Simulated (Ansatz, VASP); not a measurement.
TiO: VASP beside Ansatz

The input INCAR:

```
SYSTEM = TiO
PREC = Accurate ; ENCUT = 520
EDIFF = 1E-6 ; ISMEAR = 0
SIGMA = 0.1 ; LREAL = .FALSE.
LASPH = .TRUE. ; NELM = 60
ALGO = Normal ; ISIF = 2
LWAVE = .FALSE. ; LCHARG = .FALSE.
GGA = PS ; NBANDS = 16
```

File KPOINTS:

```
Automatic mesh
0
G
  1 1 1
  0 0 0
```

POSCAR

```
TiO
1.0
    3.0309987015      0.0000000000      0.0000000000
   -1.5154993507      2.6249218743      0.0000000000
    0.0000000000      0.0000000000      3.2377000000
Ti O
1 1
Direct
    0.6666666667      0.3333333333      0.0000000000
    0.0000000000      0.0000000000      0.5000000000
```

Input for Ansatz:

```yaml
crystal:
  lattice:
    - [3.0309987015, 0.0, 0.0]
    - [-1.5154993507, 2.6249218743, 0.0]
    - [0.0, 0.0, 3.2377]
  atoms:
    - { symbol: Ti, position: [0.6666666667, 0.3333333333, 0.0] }
    - { symbol: O, position: [0.0, 0.0, 0.5] }
basis:
  ecutwfc: 420
kpoints:
  mp_grid: { grid: [1, 1, 1] }
hamiltonian:
  xc: pbesol
scf:
  occupations: { method: gaussian, width: 0.1 }
output:
  forces: true
  stress: true
  eigenvalues: true
```

Alike in both runs: task single point; functional PBEsol; k mesh 1 × 1 × 1; occupations gaussian, width 0.1 eV; no spin polarisation.

|  | VASP | Ansatz |
| --- | --- | --- |
| version | VASP 6.6.1 | Ansatz 0.2.0 |
| potentials or method | VASP PAW PBE potentials, release 64 (Ti_sv, O), cutoff 520 eV | scalar-relativistic, plane waves, PAW |
| valence electrons in the cell | 18 | 18 |

```csv
,VASP,Ansatz,Ansatz less VASP
gap on the k mesh at the Fermi level (eV),2.74,2.74,-0.002
least direct gap on the mesh (eV),2.74,2.74,-0.002
pressure (GPa),-12.2,-12.4,-0.24
"traceless stress, the component that is largest in VASP (GPa)",-10.87,-11.07,-0.195
```

VASP's potentials were made for PBE, not for PBEsol.

The k mesh is coarse, so the values compare programs but aren't converged.
